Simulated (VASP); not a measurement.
A run of VASP 6.6.1 is set up as follows.

Contents of INCAR:

```
PREC     = Accurate       # precision mode
ENCUT    = 520            # plane-wave cutoff, eV
EDIFF    = 1E-6           # SCF threshold, eV
ISMEAR   = 0              # smearing method
SIGMA    = 0.01           # smearing width, eV
LREAL    = F              # projectors in reciprocal space
LASPH    = T              # aspherical terms in the spheres
NELM     = 60             # most SCF steps
ALGO     = Normal         # electronic algorithm
ISIF     = 2              # what is computed and relaxed
LWAVE    = F              # write WAVECAR
LCHARG   = T              # write CHGCAR
GGA      = PE             # functional
LELF     = T              # ELF
LVHAR    = T            
NBANDS   = 24             # bands
```

The input KPOINTS:

```
Automatic mesh
0
Gamma
  6 6 2
```

The input POSCAR:

```
KF
1.0
    3.7199443779      0.0000000000      0.0000000000
   -1.8599721889      3.2215663319      0.0000000000
    0.0000000000      0.0000000000      6.5850424229
K F
2 2
Direct
    0.0000000000      0.0000000000      0.0000000000
    0.0000000000      0.0000000000      0.5000000000
    0.3333333333      0.6666666667      0.2500000000
    0.6666666667      0.3333333333      0.7500000000
```

Potentials or basis: VASP PAW PBE potentials, release 64 (K_sv, F).

The run is started by

```bash
$ cat potpaw_PBE.64/K_sv/POTCAR potpaw_PBE.64/F/POTCAR > POTCAR
$ mpirun -np 1 vasp_std > vasp.out
```

Task: Predict the band gap on the k mesh.

Result: 5.94 eV.

Task: What does it give for the pressure?

Result: 0.4 GPa.

Caveat: the k points lie up to 0.48 Å⁻¹ apart.
